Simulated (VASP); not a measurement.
# Mg2GeN2 (I4/mmm) in VASP: notebook

The runs below take Mg2GeN2 through single point, relaxation of cell and atoms, with PBE.

Everything below comes from runs of VASP 6.6.1. Logs are shortened: lines on timing, memory, paths and dates and some standing lists are left out, and cuts for length are marked.

**1. The cell of the first run**

Symmetry: I4/mmm, No. 139, tetragonal system. Conventional cell: a = 3.112 Å, b = 3.112 Å, c = 12.388 Å, α = 90.00°, β = 90.00°, γ = 90.00°. Within 2.9 Å of Mg (site symmetry 4mm) lie 5 N at 2.21 Å. Within 2.5 Å of Ge (site symmetry 4/mmm) lie 2 N at 1.91 Å. Within 2.5 Å of N (site symmetry 4mm) lie 1 Ge at 1.91 Å and 5 Mg at 2.21 Å.

**2. Single point, PBE**

Contents of INCAR:

```
SYSTEM = Mg2GeN2
PREC = Accurate
ENCUT = 520
EDIFF = 1E-6
ISMEAR = 0
SIGMA = 0.15
LREAL = .False.
LASPH = .True.
NELM = 60
ALGO = Normal
ISIF = 2
LWAVE = .False.
LCHARG = .False.
GGA = PE
NBANDS = 22
```

Contents of KPOINTS:

```
Automatic mesh
0
Gamma
  5 5 5
  0 0 0
```

Contents of POSCAR:

```
Mg2GeN2
1.0
   -1.5561706163      1.5561706163      6.1939413594
    1.5561706163     -1.5561706163      6.1939413594
    1.5561706163      1.5561706163     -6.1939413594
Mg Ge N
2 1 2
Direct
    0.3325902397      0.3325902397      0.0000000000
    0.6674097603      0.6674097603      0.0000000000
    0.0000000000      0.0000000000      0.0000000000
    0.1538515240      0.1538515240      0.0000000000
    0.8461484760      0.8461484760      0.0000000000
```

Potentials or basis: VASP PAW PBE potentials, release 64 (Mg, Ge_d, N).

Run with:

```sh
$ cat potpaw_PBE.64/Mg/POTCAR potpaw_PBE.64/Ge_d/POTCAR potpaw_PBE.64/N/POTCAR > POTCAR
$ mpirun -np 1 vasp_std > vasp.out
```

OUTCAR:

```text
SYSTEM = Mg2GeN2
   PREC = Accurate
   ENCUT = 520
   EDIFF = 1E-6
   ISMEAR = 0
   LREAL = .False.
   LASPH = .True.
   NELM = 60
   ISIF = 2
   GGA = PE

 ion  position               nearest neighbor table
   1  0.333  0.333  0.000-   5 2.21   5 2.21   5 2.21   5 2.21   4 2.21   2 3.01   2 3.01   2 3.01
                             2 3.01   3 3.02   3 3.02   3 3.02   3 3.02
   2  0.667  0.667  0.000-   4 2.21   4 2.21   4 2.21   4 2.21   5 2.21   1 3.01   1 3.01   1 3.01
                             1 3.01   3 3.02   3 3.02   3 3.02   3 3.02
   3  0.000  0.000  0.000-   4 1.91   5 1.91   2 3.02   1 3.02   2 3.02   2 3.02   2 3.02   1 3.02
                             1 3.02   1 3.02
   4  0.154  0.154  0.000-   3 1.91   2 2.21   2 2.21   2 2.21   2 2.21   1 2.21
   5  0.846  0.846  0.000-   3 1.91   1 2.21   1 2.21   1 2.21   1 2.21   2 2.21

  LATTYP: Found a body centered tetragonal cell.
 ALAT       =     3.1123412326
 C/A-ratio  =     3.9802456713

  Lattice vectors:

 A1 = (  -1.5561706163,   1.5561706163,   6.1939413594)
 A2 = (   1.5561706163,  -1.5561706163,   6.1939413594)
 A3 = (   1.5561706163,   1.5561706163,  -6.1939413594)

Analysis of symmetry for initial positions (statically):
=====================================================================
 Subroutine PRICEL returns:
 Original cell was already a primitive cell.

 Routine SETGRP: Setting up the symmetry group for a
 body centered tetragonal supercell.

 Subroutine GETGRP returns: Found 16 space group operations
 (whereof 16 operations were pure point group operations)
 out of a pool of 16 trial point group operations.

The static configuration has the point symmetry D_4h.

Analysis of symmetry for dynamics (positions and initial velocities):
=====================================================================
 Subroutine PRICEL returns:
 Original cell was already a primitive cell.

 Routine SETGRP: Setting up the symmetry group for a
 body centered tetragonal supercell.

 Subroutine GETGRP returns: Found 16 space group operations
 (whereof 16 operations were pure point group operations)
 out of a pool of 16 trial point group operations.

The dynamic configuration has the point symmetry D_4h.

 Subroutine INISYM returns: Found 16 space group operations
 (whereof 16 operations are pure point group operations),
 and found     1 'primitive' translations

----------------------------------------------------------------------------------------

                                     Primitive cell

  volume of cell :      59.9987

  direct lattice vectors                    reciprocal lattice vectors
    -1.556170616  1.556170616  6.193941359     0.000000000  0.321301530  0.080724045
     1.556170616 -1.556170616  6.193941359     0.321301530  0.000000000  0.080724045
     1.556170616  1.556170616 -6.193941359     0.321301530  0.321301530  0.000000000

  length of vectors
     6.573297767  6.573297767  6.573297767     0.331286952  0.331286952  0.454388981

  position of ions in fractional coordinates (direct lattice)
     0.332590240  0.332590240  0.000000000
     0.667409760  0.667409760  0.000000000
     0.000000000  0.000000000  0.000000000
     0.153851524  0.153851524  0.000000000
     0.846148476  0.846148476  0.000000000

  ion indices of the primitive-cell ions
   primitive index   ion index
                 1           1
                 2           2
                 3           3
                 4           4
                 5           5

----------------------------------------------------------------------------------------

 KPOINTS: Automatic mesh

Automatic generation of k-mesh.
 Grid dimensions read from file:
 generate k-points for:    5    5    5

 Generating k-lattice:

  Cartesian coordinates                     Fractional coordinates (reciprocal lattice)
     0.000000000  0.064260306  0.016144809     0.200000000  0.000000000  0.000000000
     0.064260306  0.000000000  0.016144809     0.000000000  0.200000000  0.000000000
     0.064260306  0.064260306  0.000000000     0.000000000  0.000000000  0.200000000

  Length of vectors
     0.066257390  0.066257390  0.090877796

  Shift w.r.t. Gamma in fractional coordinates (k-lattice)
     0.000000000  0.000000000  0.000000000

 Subroutine IBZKPT returns following result:
 ===========================================

 Found     18 irreducible k-points:

 Following reciprocal coordinates:
            Coordinates               Weight
  0.000000  0.000000  0.000000      1.000000
  0.200000 -0.000000  0.000000      8.000000
  0.400000 -0.000000  0.000000      8.000000
  0.200000  0.200000  0.000000      8.000000
  0.400000  0.200000  0.000000     16.000000
 -0.400000  0.200000 -0.000000     16.000000
[... 10 lines left out ...]
 -0.400000  0.400000  0.400000      4.000000
 -0.400000 -0.400000  0.400000      2.000000
   k-points           NKPTS =     18   k-points in BZ     NKDIM =     18   number of bands    NBANDS=     22
   number of dos      NEDOS =    301   number of ions     NIONS =      5
   total plane-waves  NPLWV = 125000
   dimension x,y,z NGX =    50 NGY =   50 NGZ =   50
   dimension x,y,z NGXF=   100 NGYF=  100 NGZF=  100
   ions per type =               2   1   2
   NGX,Y,Z   is equivalent  to a cutoff of  12.65, 12.65, 12.65 a.u.
   NGXF,Y,Z  is equivalent  to a cutoff of  25.29, 25.29, 25.29 a.u.
 SYSTEM =  Mg2GeN2
   PREC   = accura    normal or accurate (medium, high low for compatibility)
   ISTART =      0    job   : 0-new  1-cont  2-samecut
   ICHARG =      2    charge: 1-file 2-atom 10-const
   ISPIN  =      1    spin polarized calculation?
   LNONCOLLINEAR =      F non collinear calculations
   LSORBIT =      F    spin-orbit coupling
   LASPH  =      T    aspherical Exc in radial PAW
   ENCUT  =  520.0 eV  38.22 Ry    6.18 a.u.  12.22 12.22 12.22*2*pi/ulx,y,z
   NELM   =     60;   NELMIN=  2; NELMDL= -5     # of ELM steps
   EDIFF  = 0.1E-05   stopping-criterion for ELM
   LREAL  =      F    real-space projection
   EDIFFG = 0.1E-04   stopping-criterion for IOM
   NSW    =      0    number of steps for IOM
   IBRION =     -1    ionic relax: 0-MD 1-quasi-New 2-CG
   NFREE  =      0    steps in history (QN), initial steepest desc. (CG)
   ISIF   =      2    stress and relaxation
   ISYM   =      2    0-nonsym 1-usesym 2-fastsym
   POTIM  = 0.5000    time-step for ionic-motion
   TEBEG  =    0.0;   TEEND  =   0.0 temperature during run
   PSTRESS=    0.0 pullay stress
   NELECT =      28.0000    total number of electrons
   NUPDOWN=      -1.0000    fix difference up-down
   EMIN   =  10.00;   EMAX   =-10.00  energy-range for DOS
   EFERMI =   0.00;   METHOD = LEGACY
   ISMEAR =     0;   SIGMA  =   0.15  broadening in eV -4-tet -1-fermi 0-gaus
   EFERMI_NEDOS =   21; number of points for ismear=-14 and -15
   IALGO  =     38    algorithm
   IMIX   =      4    mixing-type and parameters
     AMIX     =   0.40;   BMIX     =  1.00
     AMIX_MAG =   1.60;   BMIX_MAG =  1.00
  volume/ion in A,a.u.               =      12.00        80.98
  Fermi-wavevector in a.u.,A,eV,Ry     =   1.269834  2.399639 21.939106  1.612479
  Thomas-Fermi vector in A             =   2.402854
   LORBIT       =      0    0 simple, 1 ext, 2 COOP (PROOUT), +10 PAW based schemes
   GGA     = PE    functional components
   LHFCALC =     F    Hartree Fock is set to
   AEXX    =    0.0000 exact exchange contribution
   IVDW    =     0    specifies the selected vdW correction
   LEPSILON=     F    determine dielectric tensor
   LRPA    =     F    only Hartree local field effects (RPA)
 non-spin polarized calculation
 Gauss-broadening in eV      SIGMA  =   0.15
  energy-cutoff  :      520.00
  volume of cell :       60.00
 maximum number of plane-waves:      1632
 NGX is ok and might be reduce to    50
   NGX = 25   NGY = 25   NGZ = 25

 number of electron      28.0000000 magnetization

 Free energy of the ion-electron system (eV)
  ---------------------------------------------------
  ext. energy  EPLUGINS =         0.00000000
  ---------------------------------------------------
  free energy    TOTEN  =       -25.79141095 eV

  energy without entropy =      -25.77684611  energy(sigma->0) =      -25.78412853

 E-fermi :   5.4663     XC(G=0): -10.9152

 val. band max:        5.4477768721   @ k =   0.4000   0.4000   0.0000
 cond. band min:       5.5117975752   @ k =  -0.4000  -0.4000   0.4000
 fundamental gap:      0.0640207031
 Fermi energy:         5.4663410623

 k-point     1 :       0.0000    0.0000    0.0000
  band No.  band energies     occupation
      1     -19.3975      2.00000
      2     -19.3459      2.00000
      3     -19.3310      2.00000
      4     -19.2253      2.00000
      5     -19.2253      2.00000
      6     -10.1581      2.00000
[... 14 lines left out ...]
     21      12.8335      0.00000
     22      14.6755      0.00000

 k-point     2 :       0.2000   -0.0000    0.0000
  band No.  band energies     occupation
      1     -19.3831      2.00000
      2     -19.3386      2.00000
      3     -19.3374      2.00000
      4     -19.2334      2.00000
      5     -19.2246      2.00000
      6      -9.8208      2.00000
[... 14 lines left out ...]
     21      14.6792      0.00000
     22      16.0254      0.00000

 k-point     3 :       0.4000   -0.0000    0.0000
  band No.  band energies     occupation
      1     -19.3674      2.00000
      2     -19.3476      2.00000
      3     -19.3193      2.00000
      4     -19.2464      2.00000
      5     -19.2235      2.00000
      6      -9.1172      2.00000
[... 14 lines left out ...]
     21      15.1501      0.00000
     22      16.5002      0.00000

 k-point     4 :       0.2000    0.2000    0.0000
  band No.  band energies     occupation
      1     -19.3655      2.00000
      2     -19.3445      2.00000
      3     -19.3343      2.00000
      4     -19.2329      2.00000
      5     -19.2322      2.00000
      6      -9.4725      2.00000
[... 14 lines left out ...]
     21      15.6689      0.00000
     22      15.8102      0.00000

 k-point     5 :       0.4000    0.2000    0.0000
  band No.  band energies     occupation
      1     -19.3558      2.00000
      2     -19.3467      2.00000
      3     -19.3180      2.00000
      4     -19.2454      2.00000
      5     -19.2312      2.00000
      6      -8.8354      2.00000
[... 14 lines left out ...]
     21      15.0118      0.00000
     22      15.7479      0.00000

 k-point     6 :      -0.4000    0.2000   -0.0000
  band No.  band energies     occupation
      1     -19.3558      2.00000
      2     -19.3467      2.00000
      3     -19.3180      2.00000
      4     -19.2454      2.00000
      5     -19.2312      2.00000
      6      -8.9189      2.00000
[... 14 lines left out ...]
     21      14.4673      0.00000
     22      15.7189      0.00000

 k-point     7 :      -0.2000    0.2000    0.0000
  band No.  band energies     occupation
      1     -19.3655      2.00000
      2     -19.3445      2.00000
      3     -19.3344      2.00000
      4     -19.2329      2.00000
      5     -19.2323      2.00000
      6      -9.5467      2.00000
[... 174 lines left out ...]
      6      -9.2642      2.00000
[... 14 lines left out ...]
     21      15.8856      0.00000
     22      15.8897      0.00000

 k-point    15 :      -0.2000   -0.4000    0.2000
  band No.  band energies     occupation
      1     -19.3831      2.00000
      2     -19.3384      2.00000
      3     -19.3374      2.00000
      4     -19.2334      2.00000
      5     -19.2246      2.00000
      6      -9.6611      2.00000
[... 14 lines left out ...]
     21      15.1224      0.00000
     22      16.5824      0.00000

 k-point    16 :      -0.2000   -0.2000    0.2000
  band No.  band energies     occupation
      1     -19.3975      2.00000
      2     -19.3457      2.00000
      3     -19.3310      2.00000
      4     -19.2253      2.00000
      5     -19.2253      2.00000
      6     -10.0694      2.00000
[... 14 lines left out ...]
     21      13.4250      0.00000
     22      15.2661      0.00000

 k-point    17 :      -0.4000    0.4000    0.4000
  band No.  band energies     occupation
      1     -19.3831      2.00000
      2     -19.3382      2.00000
      3     -19.3374      2.00000
      4     -19.2334      2.00000
      5     -19.2246      2.00000
      6      -9.3867      2.00000
[... 14 lines left out ...]
     21      15.6482      0.00000
     22      16.5794      0.00000

 k-point    18 :      -0.4000   -0.4000    0.4000
  band No.  band energies     occupation
      1     -19.3975      2.00000
      2     -19.3454      2.00000
      3     -19.3310      2.00000
      4     -19.2252      2.00000
      5     -19.2252      2.00000
      6      -9.8159      2.00000
[... 14 lines left out ...]
     21      14.5813      0.00000
     22      16.2010      0.00000

------------------------ aborting loop because EDIFF is reached ----------------------------------------

  FORCE on cell =-STRESS in cart. coord.  units (eV):
  Direction    XX          YY          ZZ          XY          YZ          ZX
  --------------------------------------------------------------------------------------
  -------------------------------------------------------------------------------------
  Total       -0.2920767     -0.2920767     -0.2268459      0.0000000      0.0000000      0.0000000
  in kB       -7.7994854     -7.7994854     -6.0575926      0.0000000      0.0000000      0.0000000
  external PRESSURE =      -7.2188545 kB  Pullay stress =       0.0000000 kB

 VOLUME and BASIS-vectors are now :
 -----------------------------------------------------------------------------
  energy-cutoff  :      520.00
  volume of cell :       60.00
      direct lattice vectors                 reciprocal lattice vectors
    -1.556170616  1.556170616  6.193941359     0.000000000  0.321301530  0.080724045
     1.556170616 -1.556170616  6.193941359     0.321301530  0.000000000  0.080724045
     1.556170616  1.556170616 -6.193941359     0.321301530  0.321301530  0.000000000

 POSITION                                       TOTAL-FORCE (eV/Angst)
 -----------------------------------------------------------------------------------
      0.00000      0.00000      4.12009         0.000000      0.000000      0.007207
      0.00000      0.00000      8.26779         0.000000      0.000000     -0.007207
      0.00000      0.00000      0.00000         0.000000      0.000000     -0.000000
      0.00000      0.00000      1.90589        -0.000000     -0.000000      0.019921
      0.00000      0.00000     10.48199         0.000000     -0.000000     -0.019921
 -----------------------------------------------------------------------------------
    total drift:                                0.000000      0.000000      0.000000

  FREE ENERGIE OF THE ION-ELECTRON SYSTEM (eV)
  ---------------------------------------------------
  free  energy   TOTEN  =       -25.7914109540 eV

  energy  without entropy=      -25.7768461053  energy(sigma->0) =      -25.78412853
```

Run time: 34 s. Hardware: 1 thread of Intel Xeon Platinum 8559C (Emerald Rapids), shared host; peak memory 0.35 GiB.

Results:

- Free energy: -25.7914 eV
- Pressure: -0.7 GPa
- Largest force: 0.020 eV/Å
- Band gap on the k mesh: zero (band 14 reaches 5.51 eV, above the bottom of band 15 at 5.45 eV)

Forces in eV/Å, atoms in the order of the input:
```
Mg   0.000  0.000  0.007
Mg   0.000  0.000 -0.007
Ge   0.000  0.000  0.000
N    0.000  0.000  0.020
N    0.000  0.000 -0.020
```

Stress tensor (GPa, compression positive):
```
-0.78  0.00  0.00
 0.00 -0.78  0.00
 0.00  0.00 -0.61
```

Levels at points of the mesh, in eV from the Fermi level:
```
           k point  band 12  band 13  band 14  band 15  band 16  band 17
(0.00, 0.00, 0.00)    -1.55    -1.43    -1.43     4.47     5.33     5.33
```

Caveat: the k points lie up to 0.57 Å⁻¹ apart.

**3. Relaxation of cell and atoms, PBE**

This run uses another cell than the first one, of 14.10 Å³/atom, 1.175 times its volume.

Contents of INCAR:

```
SYSTEM = Mg2GeN2
  PREC = Accurate
  ENCUT = 600
  EDIFF = 1E-7
  ISMEAR = 0
  SIGMA = 0.15
  LREAL = .FALSE.
  LASPH = .TRUE.
  NELM = 80
  ALGO = Normal
  ISIF = 3
  LWAVE = .FALSE.
  LCHARG = .FALSE.
  GGA = PE
  IBRION = 2
  NSW = 36
  EDIFFG = -0.08
```

Contents of KPOINTS:

```
Automatic mesh
0
G
  5 5 5
  0 0 0
```

Contents of POSCAR:

```
Mg2GeN2
1.0
   -1.7000000000      1.7000000000      6.1000000000
    1.7000000000     -1.7000000000      6.1000000000
    1.7000000000      1.7000000000     -6.1000000000
Mg Ge N
2 1 2
Direct
    0.3400000000      0.3400000000      0.0000000000
    0.6600000000      0.6600000000      0.0000000000
    0.0000000000      0.0000000000      0.0000000000
    0.1550000000      0.1550000000      0.0000000000
    0.8450000000      0.8450000000      0.0000000000
```

Potentials or basis: VASP PAW PBE potentials, release 64 (Mg, Ge_d, N).

Run with:

```sh
$ cat potpaw_PBE.64/Mg/POTCAR potpaw_PBE.64/Ge_d/POTCAR potpaw_PBE.64/N/POTCAR > POTCAR
$ mpirun -np 1 vasp_std > vasp.out
```

It took 5.7 min on 1 thread of Intel Xeon Platinum 8559C (Emerald Rapids), shared host; peak memory 0.47 GiB.

The run converged. Its results:

```yaml
Free_energy: -25.8063 eV
Relaxed_volume: 11.93 Å³/atom
Relaxed_cell: a = 6.559 Å, b = 6.559 Å, c = 6.559 Å, α = 152.61°, β = 152.61°, γ = 39.13°
Space_group_after_relaxing_to_0.05_Å: I4/mmm (No. 139)
Energy_gained_by_relaxing: 140.5 meV/atom
Ionic_steps: 9
Pressure_after_relaxing: -0.1 GPa
Largest_force_after_relaxing: 0.066 eV/Å
Band_gap_on_the_k_mesh: zero (band 14 reaches 5.58 eV, above the bottom of band 15 at 5.50 eV)
```

Forces in eV/Å, atoms in the order of the input:
```
Mg   0.000  0.000 -0.048
Mg   0.000  0.000  0.048
Ge   0.000  0.000  0.000
N    0.000  0.000  0.066
N    0.000  0.000 -0.066
```

Stress tensor (GPa, compression positive):
```
-0.19  0.00  0.00
 0.00 -0.19  0.00
 0.00  0.00  0.23
```

Step by step:
| step | energy change (eV) | largest force (eV/Å) | pressure (GPa) | volume (Å³) |
| --- | --- | --- | --- | --- |
| 1 | 0.0000 | 0.5667 | -12.35 | 70.52 |
| 2 | -0.5465 | 0.5892 | 1.39 | 59.97 |
| 3 | -0.5477 | 0.6195 | 2.18 | 59.58 |
| 4 | -0.6534 | 0.7263 | 2.49 | 58.10 |
| 5 | -0.6610 | 0.4985 | 2.13 | 58.42 |
| 6 | -0.6959 | 0.2292 | -0.16 | 59.56 |
| 7 | -0.6995 | 0.1234 | -1.11 | 60.07 |
| 8 | -0.7025 | 0.1201 | 0.24 | 59.50 |
| 9 | -0.7027 | 0.0657 | -0.05 | 59.63 |

Final structure:
```
CELL_PARAMETERS angstrom
-1.55303 1.55303 6.18048
1.55303 -1.55303 6.18048
1.55303 1.55303 -6.18048
ATOMIC_POSITIONS crystal
Mg 0.33318 0.33318 0.00000
Mg 0.66682 0.66682 0.00000
Ge 0.00000 0.00000 0.00000
N 0.15371 0.15371 0.00000
N 0.84629 0.84629 0.00000
```

Levels at points of the mesh, in eV from the Fermi level:
| k point | band 12 | band 13 | band 14 | band 15 | band 16 | band 17 |
| --- | --- | --- | --- | --- | --- | --- |
| (0.00, 0.00, 0.00) | -1.56 | -1.45 | -1.45 | 4.50 | 5.36 | 5.36 |

Caveat: the k points lie up to 0.57 Å⁻¹ apart in the final cell; the volume moved by over 15 % at a fixed basis, so the end points are rough; the relaxation stopped at a loose force limit of 0.08 eV/Å, so its end isn't a converged minimum.
